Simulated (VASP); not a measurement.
# SnO2 (Cassiterite) (P4_2/mnm) in VASP: notebook

Runs on SnO2 (Cassiterite). Level: r2SCAN. Tasks: single point.

All numbers are computed with VASP 6.6.1; they aren't measurements. Logs are shortened: lines on timing, memory, paths and dates and some standing lists are left out, and cuts for length are marked.

### Step 1. The cell of the first run

Symmetry: P4_2/mnm, No. 136, tetragonal system. The conventional cell has a = 4.760 Å, b = 4.760 Å, c = 3.201 Å, α = 90.00°, β = 90.00°, γ = 90.00°. Within 2.7 Å of Sn (site symmetry mmm) lie 6 O at 2.06 to 2.07 Å. Within 2.7 Å of O (site symmetry m2m) lie 3 Sn at 2.06 to 2.07 Å and 1 O at 2.61 Å.

### Step 2. Single point, r2SCAN

Input file POSCAR:

```
SnO2
1.0
    4.7599425467      0.0000000000      0.0000000000
    0.0000000000      4.7599425467      0.0000000000
    0.0000000000      0.0000000000      3.2008135230
Sn O
2 4
Direct
    0.0000000000      0.0000000000      0.0000000000
    0.5000000000      0.5000000000      0.5000000000
    0.3059109373      0.3059109373      0.0000000000
    0.1940890627      0.8059109373      0.5000000000
    0.6940890627      0.6940890627      0.0000000000
    0.8059109373      0.1940890627      0.5000000000
```

Input file INCAR.step1:

```
SYSTEM = SnO2
PREC     = Accurate       ! precision mode
ENCUT    = 520            ! plane-wave cutoff, eV
ISMEAR   = -5             ! smearing method
SIGMA    = 0.02           ! smearing width, eV
LREAL    = .FALSE.        ! projectors in reciprocal space
LASPH    = .TRUE.         ! aspherical terms in the spheres
NELM     = 100            ! most SCF steps
GGA      = PE             ! functional
ALGO     = Normal         ! electronic algorithm
EDIFF    = 1E-4           ! SCF threshold, eV
LWAVE    = .TRUE.         ! write WAVECAR
LCHARG   = .FALSE.        ! write CHGCAR
```

Input file INCAR.step2:

```
SYSTEM = SnO2
PREC     = Accurate       ! precision mode
ENCUT    = 520            ! plane-wave cutoff, eV
EDIFF    = 1E-7           ! SCF threshold, eV
ISMEAR   = 0              ! smearing method
SIGMA    = 0.02           ! smearing width, eV
LREAL    = .FALSE.        ! projectors in reciprocal space
LASPH    = .TRUE.         ! aspherical terms in the spheres
NELM     = 100            ! most SCF steps
ALGO     = Normal         ! electronic algorithm
ISIF     = 2              ! what is computed and relaxed
LWAVE    = .FALSE.        ! write WAVECAR
LCHARG   = .FALSE.        ! write CHGCAR
METAGGA  = R2SCAN         ! meta-GGA
LMIXTAU  = .TRUE.       
LORBIT   = 10             ! projections on sites
ISTART   = 1
```

Input file KPOINTS:

```
regular mesh
0
G
  6 6 8
  0 0 0
```

Potentials or basis: VASP PAW PBE potentials, release 64 (Sn_d, O).

Launch:

```
$ cat potpaw_PBE.64/Sn_d/POTCAR potpaw_PBE.64/O/POTCAR > POTCAR
$ cp INCAR.step1 INCAR
$ mpirun -np 1 vasp_std > vasp.out
$ cp INCAR.step2 INCAR
$ mpirun -np 1 vasp_std > vasp.out
```

OUTCAR:

```text
SYSTEM = SnO2
   PREC = Accurate
   ENCUT = 520
   EDIFF = 1E-7
   ISMEAR = 0
   LREAL = .FALSE.
   LASPH = .TRUE.
   NELM = 100
   ISIF = 2
   METAGGA = R2SCAN
   LORBIT = 10
   ISTART = 1

 ion  position               nearest neighbor table
   1  0.000  0.000  0.000-   3 2.06   5 2.06   4 2.07   6 2.07   4 2.07   6 2.07   2 3.73   2 3.73
                             2 3.73   2 3.73   2 3.73   2 3.73   2 3.73   2 3.73
   2  0.500  0.500  0.500-   4 2.06   6 2.06   5 2.07   3 2.07   3 2.07   5 2.07   1 3.73   1 3.73
                             1 3.73   1 3.73   1 3.73   1 3.73   1 3.73   1 3.73
   3  0.306  0.306  0.000-   1 2.06   2 2.07   2 2.07
   4  0.194  0.806  0.500-   2 2.06   1 2.07   1 2.07
   5  0.694  0.694  0.000-   1 2.06   2 2.07   2 2.07
   6  0.806  0.194  0.500-   2 2.06   1 2.07   1 2.07

  LATTYP: Found a simple tetragonal cell.
 ALAT       =     4.7599425467
 C/A-ratio  =     0.6724479322

  Lattice vectors:

 A1 = (   4.7599425467,   0.0000000000,   0.0000000000)
 A2 = (   0.0000000000,   4.7599425467,   0.0000000000)
 A3 = (   0.0000000000,   0.0000000000,   3.2008135230)

Analysis of symmetry for initial positions (statically):
=====================================================================
 Subroutine PRICEL returns:
 Original cell was already a primitive cell.

 Routine SETGRP: Setting up the symmetry group for a
 simple tetragonal supercell.

 Subroutine GETGRP returns: Found 16 space group operations
 (whereof  8 operations were pure point group operations)
 out of a pool of 16 trial point group operations.

The static configuration has the point symmetry D_2h.
 The point group associated with its full space group is D_4h.

Analysis of symmetry for dynamics (positions and initial velocities):
=====================================================================
 Subroutine PRICEL returns:
 Original cell was already a primitive cell.

 Routine SETGRP: Setting up the symmetry group for a
 simple tetragonal supercell.

 Subroutine GETGRP returns: Found 16 space group operations
 (whereof  8 operations were pure point group operations)
 out of a pool of 16 trial point group operations.

The dynamic configuration has the point symmetry D_2h.
 The point group associated with its full space group is D_4h.

 Subroutine INISYM returns: Found 16 space group operations
 (whereof  8 operations are pure point group operations),
 and found     1 'primitive' translations

----------------------------------------------------------------------------------------

                                     Primitive cell

  volume of cell :      72.5210

  direct lattice vectors                    reciprocal lattice vectors
     4.759942547  0.000000000  0.000000000     0.210086569  0.000000000  0.000000000
     0.000000000  4.759942547  0.000000000     0.000000000  0.210086569  0.000000000
     0.000000000  0.000000000  3.200813523     0.000000000  0.000000000  0.312420575

  length of vectors
     4.759942547  4.759942547  3.200813523     0.210086569  0.210086569  0.312420575

  position of ions in fractional coordinates (direct lattice)
     0.000000000  0.000000000  0.000000000
     0.500000000  0.500000000  0.500000000
     0.305910937  0.305910937  0.000000000
     0.194089063  0.805910937  0.500000000
     0.694089063  0.694089063  0.000000000
     0.805910937  0.194089063  0.500000000

  ion indices of the primitive-cell ions
   primitive index   ion index
                 1           1
                 2           2
                 3           3
                 4           4
                 5           5
                 6           6

----------------------------------------------------------------------------------------

 KPOINTS: regular mesh

Automatic generation of k-mesh.
 Grid dimensions read from file:
 generate k-points for:    6    6    8

 Generating k-lattice:

  Cartesian coordinates                     Fractional coordinates (reciprocal lattice)
     0.035014428  0.000000000  0.000000000     0.166666667  0.000000000  0.000000000
     0.000000000  0.035014428  0.000000000     0.000000000  0.166666667  0.000000000
     0.000000000  0.000000000  0.039052572     0.000000000  0.000000000  0.125000000

  Length of vectors
     0.035014428  0.035014428  0.039052572

  Shift w.r.t. Gamma in fractional coordinates (k-lattice)
     0.000000000  0.000000000  0.000000000

 Subroutine IBZKPT returns following result:
 ===========================================

 Found     50 irreducible k-points:

 Following reciprocal coordinates:
            Coordinates               Weight
  0.000000  0.000000  0.000000      1.000000
  0.166667  0.000000  0.000000      4.000000
  0.333333  0.000000  0.000000      4.000000
  0.500000  0.000000  0.000000      2.000000
  0.166667  0.166667  0.000000      4.000000
  0.333333  0.166667  0.000000      8.000000
[... 16 lines left out ...]
  0.333333  0.000000  0.250000      8.000000
  0.500000  0.000000  0.250000      4.000000
 [... further k-points ...]
   k-points           NKPTS =     50   k-points in BZ     NKDIM =     50   number of bands    NBANDS=     31
   number of dos      NEDOS =    301   number of ions     NIONS =      6
   total plane-waves  NPLWV =  31104
   dimension x,y,z NGX =    36 NGY =   36 NGZ =   24
   dimension x,y,z NGXF=    72 NGYF=   72 NGZF=   48
   ions per type =               2   4
   NGX,Y,Z   is equivalent  to a cutoff of  12.57, 12.57, 12.47 a.u.
   NGXF,Y,Z  is equivalent  to a cutoff of  25.15, 25.15, 24.93 a.u.
 SYSTEM =  SnO2
   PREC   = accura    normal or accurate (medium, high low for compatibility)
   ISTART =      1    job   : 0-new  1-cont  2-samecut
   ICHARG =      0    charge: 1-file 2-atom 10-const
   ISPIN  =      1    spin polarized calculation?
   LNONCOLLINEAR =      F non collinear calculations
   LSORBIT =      F    spin-orbit coupling
   LASPH  =      T    aspherical Exc in radial PAW
   ENCUT  =  520.0 eV  38.22 Ry    6.18 a.u.   8.85  8.85  5.95*2*pi/ulx,y,z
   NELM   =    100;   NELMIN=  2; NELMDL=  0     # of ELM steps
   EDIFF  = 0.1E-06   stopping-criterion for ELM
   LREAL  =      F    real-space projection
   EDIFFG = 0.1E-05   stopping-criterion for IOM
   NSW    =      0    number of steps for IOM
   IBRION =     -1    ionic relax: 0-MD 1-quasi-New 2-CG
   NFREE  =      0    steps in history (QN), initial steepest desc. (CG)
   ISIF   =      2    stress and relaxation
   ISYM   =      2    0-nonsym 1-usesym 2-fastsym
   POTIM  = 0.5000    time-step for ionic-motion
   TEBEG  =    0.0;   TEEND  =   0.0 temperature during run
   PSTRESS=    0.0 pullay stress
   NELECT =      52.0000    total number of electrons
   NUPDOWN=      -1.0000    fix difference up-down
   EMIN   =  10.00;   EMAX   =-10.00  energy-range for DOS
   EFERMI =   0.00;   METHOD = LEGACY
   ISMEAR =     0;   SIGMA  =   0.02  broadening in eV -4-tet -1-fermi 0-gaus
   EFERMI_NEDOS =   21; number of points for ismear=-14 and -15
   IALGO  =     38    algorithm
   IMIX   =      4    mixing-type and parameters
     AMIX     =   0.40;   BMIX     =  1.00
     AMIX_MAG =   1.60;   BMIX_MAG =  1.00
  volume/ion in A,a.u.               =      12.09        81.57
  Fermi-wavevector in a.u.,A,eV,Ry     =   1.465282  2.768982 29.212425  2.147053
  Thomas-Fermi vector in A             =   2.581158
   LORBIT       =     10    0 simple, 1 ext, 2 COOP (PROOUT), +10 PAW based schemes
   METAGGA = R2SCAN    functional components
   LHFCALC =     F    Hartree Fock is set to
   AEXX    =    0.0000 exact exchange contribution
   IVDW    =     0    specifies the selected vdW correction
   LEPSILON=     F    determine dielectric tensor
   LRPA    =     F    only Hartree local field effects (RPA)
 non-spin polarized calculation
 Gauss-broadening in eV      SIGMA  =   0.02
  energy-cutoff  :      520.00
  volume of cell :       72.52
 maximum number of plane-waves:      1992
 NGX is ok and might be reduce to    36
   NGX = 17   NGY = 17   NGZ = 11

 number of electron      52.0000003 magnetization

 Free energy of the ion-electron system (eV)
  ---------------------------------------------------
  ext. energy  EPLUGINS =         0.00000000
  ---------------------------------------------------
  free energy    TOTEN  =       -84.62956644 eV

  energy without entropy =      -84.62956644  energy(sigma->0) =      -84.62956644

 E-fermi :   5.7229     XC(G=0): -11.9694

 val. band max:        5.5572645606   @ k =   0.0000   0.0000   0.0000
 cond. band min:       7.3512187686   @ k =   0.0000   0.0000   0.0000
 fundamental gap:      1.7939542079
 Fermi energy:         5.7228618041

 k-point     1 :       0.0000    0.0000    0.0000
  band No.  band energies     occupation
      1     -16.1799      2.00000
      2     -15.2667      2.00000
      3     -14.9667      2.00000
      4     -14.9667      2.00000
      5     -14.9442      2.00000
      6     -14.9057      2.00000
[... 23 lines left out ...]
     30      12.6078      0.00000
     31      16.6615      0.00000

 k-point     2 :       0.1667    0.0000    0.0000
  band No.  band energies     occupation
      1     -16.1327      2.00000
      2     -15.3259      2.00000
      3     -14.9650      2.00000
      4     -14.9650      2.00000
      5     -14.9462      2.00000
      6     -14.9455      2.00000
[... 23 lines left out ...]
     30      12.8614      0.00000
     31      16.9566      0.00000

 k-point     3 :       0.3333    0.0000    0.0000
  band No.  band energies     occupation
      1     -15.9947      2.00000
      2     -15.5255      2.00000
      3     -14.9715      2.00000
      4     -14.9618      2.00000
      5     -14.9616      2.00000
      6     -14.9525      2.00000
[... 23 lines left out ...]
     30      13.2377      0.00000
     31      17.3702      0.00000

 k-point     4 :       0.5000    0.0000    0.0000
  band No.  band energies     occupation
      1     -15.7796      2.00000
      2     -15.7796      2.00000
      3     -14.9633      2.00000
      4     -14.9633      2.00000
      5     -14.9600      2.00000
      6     -14.9600      2.00000
[... 23 lines left out ...]
     30      13.3631      0.00000
     31      17.4455      0.00000

 k-point     5 :       0.1667    0.1667    0.0000
  band No.  band energies     occupation
      1     -16.0971      2.00000
      2     -15.3985      2.00000
      3     -14.9684      2.00000
      4     -14.9672      2.00000
      5     -14.9614      2.00000
      6     -14.9359      2.00000
[... 23 lines left out ...]
     30      12.9869      0.00000
     31      17.0142      0.00000
[... 542 lines left out ...]
     30      14.7447      0.00000
     31      15.1663      0.00000

 k-point    22 :       0.1667    0.0000    0.2500
  band No.  band energies     occupation
      1     -15.8999      2.00000
      2     -15.5894      2.00000
      3     -15.4615      2.00000
      4     -15.0132      2.00000
      5     -14.8728      2.00000
      6     -14.8428      2.00000
[... 23 lines left out ...]
     30      14.8011      0.00000
     31      15.2681      0.00000

 k-point    23 :       0.3333    0.0000    0.2500
  band No.  band energies     occupation
      1     -15.8836      2.00000
      2     -15.7225      2.00000
      3     -15.3384      2.00000
      4     -15.0571      2.00000
      5     -14.8453      2.00000
      6     -14.8400      2.00000
[... 23 lines left out ...]
     30      15.0247      0.00000
     31      15.4426      0.00000

 k-point    24 :       0.5000    0.0000    0.2500
  band No.  band energies     occupation
      1     -15.8265      2.00000
      2     -15.8265      2.00000
      3     -15.1862      2.00000
      4     -15.1862      2.00000
      5     -14.8378      2.00000
      6     -14.8378      2.00000
[... 23 lines left out ...]
     30      15.0902      0.00000
     31      15.9352      0.00000

 [... further k-points ...]
[... 5 lines left out ...]
  --------------------------------------------------------------------------------------
  -------------------------------------------------------------------------------------
  Total        0.4194577      0.4194577      0.6473167      0.0000000      0.0000000      0.0000000
  in kB        9.2669100      9.2669100     14.3009078      0.0000000      0.0000000      0.0000000
  external PRESSURE =      10.9449093 kB  Pullay stress =       0.0000000 kB

 VOLUME and BASIS-vectors are now :
 -----------------------------------------------------------------------------
  energy-cutoff  :      520.00
  volume of cell :       72.52
      direct lattice vectors                 reciprocal lattice vectors
     4.759942547  0.000000000  0.000000000     0.210086569  0.000000000  0.000000000
     0.000000000  4.759942547  0.000000000     0.000000000  0.210086569  0.000000000
     0.000000000  0.000000000  3.200813523     0.000000000  0.000000000  0.312420575

 POSITION                                       TOTAL-FORCE (eV/Angst)
 -----------------------------------------------------------------------------------
      0.00000      0.00000      0.00000        -0.000000      0.000000      0.000000
      2.37997      2.37997      1.60041        -0.000000      0.000000      0.000000
      1.45612      1.45612      0.00000        -0.019649     -0.019649     -0.000000
      0.92385      3.83609      1.60041         0.019649     -0.019649     -0.000000
      3.30382      3.30382      0.00000         0.019649      0.019649      0.000000
      3.83609      0.92385      1.60041        -0.019649      0.019649      0.000000
 -----------------------------------------------------------------------------------
    total drift:                                0.000000      0.000000      0.000000

  FREE ENERGIE OF THE ION-ELECTRON SYSTEM (eV)
  ---------------------------------------------------
  free  energy   TOTEN  =       -84.6295664431 eV

  energy  without entropy=      -84.6295664431  energy(sigma->0) =      -84.62956644

 total charge

# of ion       s       p       d       tot
------------------------------------------
    1        0.832   1.104  10.380  12.317
    2        0.832   1.104  10.380  12.317
    3        1.562   3.539   0.000   5.102
    4        1.562   3.539   0.000   5.102
    5        1.562   3.539   0.000   5.102
    6        1.562   3.539   0.000   5.102
--------------------------------------------------
tot          7.914  16.365  20.760  45.040
```

It took 2.6 min on 1 thread of Intel Xeon 6975P-C (Granite Rapids), shared host; peak memory 0.23 GiB.

Results:

* Free energy: -84.6296 eV
* Pressure: 1.1 GPa
* Largest force: 0.028 eV/Å
* Band gap on the k mesh: 1.79 eV, direct
* Valence electrons inside the program's atomic spheres: Sn 12.32; O 5.10

Forces on the atoms (eV/Å):
```
Sn   0.000  0.000  0.000
Sn   0.000  0.000  0.000
O   -0.020 -0.020  0.000
O    0.020 -0.020  0.000
O    0.020  0.020  0.000
O   -0.020  0.020  0.000
```

Levels at points of the mesh, in eV from the valence-band top:
```
           k point  band 23  band 24  band 25  band 26  band 27  band 28  band 29  band 30
(0.00, 0.00, 0.00)    -1.22    -0.78    -0.78     0.00     1.79     6.81     7.05     7.05
(0.50, 0.00, 0.00)    -1.17    -1.17    -0.62    -0.62     5.00     5.00     7.81     7.81
(0.50, 0.50, 0.00)    -1.30    -1.30    -0.92    -0.92     5.44     5.44     8.22     8.22
(0.00, 0.00, 0.50)    -1.67    -1.67    -1.27    -1.27     6.87     6.87    10.53    10.53
(0.50, 0.00, 0.50)    -1.11    -1.11    -0.69    -0.69     7.15     7.15     8.85     8.85
(0.50, 0.50, 0.50)    -0.96    -0.96    -0.85    -0.85     5.52     5.52     9.65     9.65
```

Caveat: the PAW data sets were made with another functional, which shifts forces and pressure a little; spin-orbit coupling is left out, which moves the levels of the heavy elements. r2SCAN opens gaps a little over a GGA but as a rule still falls short of measured ones.

### Step 3. Single point, r2SCAN

POSCAR is that of step 2.

Input file INCAR.step1:

```
ALGO = Normal
EDIFF = 1E-4
ENCUT = 520
GGA = PE
ISMEAR = 0
LASPH = T
LCHARG = F
LREAL = F
LWAVE = T
NBANDS = 35
NELM = 100
PREC = Accurate
SIGMA = 0.02
```

Input file INCAR.step2:

```
ALGO = Normal
EDIFF = 1E-6
ENCUT = 520
ISIF = 2
ISMEAR = 0
ISTART = 1
LASPH = T
LCHARG = F
LMIXTAU = T
LREAL = F
LWAVE = F
METAGGA = R2SCAN
NBANDS = 35
NELM = 100
PREC = Accurate
SIGMA = 0.02
```

Input file KPOINTS:

```
k-points
0
Gamma
  6 6 8
```

Potentials or basis: VASP PAW PBE potentials, release 64 (Sn_d, O).

Launch:

```
$ cat potpaw_PBE.64/Sn_d/POTCAR potpaw_PBE.64/O/POTCAR > POTCAR
$ cp INCAR.step1 INCAR
$ mpirun -np 1 vasp_std > vasp.out
$ cp INCAR.step2 INCAR
$ mpirun -np 1 vasp_std > vasp.out
```

Wall time 2.3 min (1 thread of Intel Xeon 6975P-C (Granite Rapids), shared host); peak memory 0.24 GiB.

The run converged. Its results:

```
Free energy            : -84.6296 eV
Pressure               : 1.1 GPa
Largest force          : 0.028 eV/Å
Band gap on the k mesh : 1.79 eV, direct
```

Forces in eV/Å, atoms in the order of the input:
```
Sn   0.000  0.000  0.000
Sn   0.000  0.000  0.000
O   -0.020 -0.020  0.000
O    0.020 -0.020  0.000
O    0.020  0.020  0.000
O   -0.020  0.020  0.000
```

Stress tensor (GPa, compression positive):
```
0.92 0.00 0.00
0.00 0.92 0.00
0.00 0.00 1.42
```

Levels at points of the mesh, in eV from the valence-band top:
```csv
k point,band 23,band 24,band 25,band 26,band 27,band 28,band 29,band 30
"(0.00, 0.00, 0.00)",-1.22,-0.78,-0.78,0.00,1.79,6.81,7.05,7.05
"(0.50, 0.00, 0.00)",-1.17,-1.17,-0.62,-0.62,5.00,5.00,7.81,7.81
"(0.50, 0.50, 0.00)",-1.30,-1.30,-0.92,-0.92,5.44,5.44,8.22,8.22
"(0.00, 0.00, 0.50)",-1.67,-1.67,-1.27,-1.27,6.87,6.87,10.53,10.53
"(0.50, 0.00, 0.50)",-1.11,-1.11,-0.69,-0.69,7.15,7.15,8.85,8.85
"(0.50, 0.50, 0.50)",-0.96,-0.96,-0.85,-0.85,5.52,5.52,9.65,9.65
```

Caveat: the PAW data sets were made with another functional, which shifts forces and pressure a little; spin-orbit coupling is left out, which moves the levels of the heavy elements.

(Continued in part 2 of 2.)
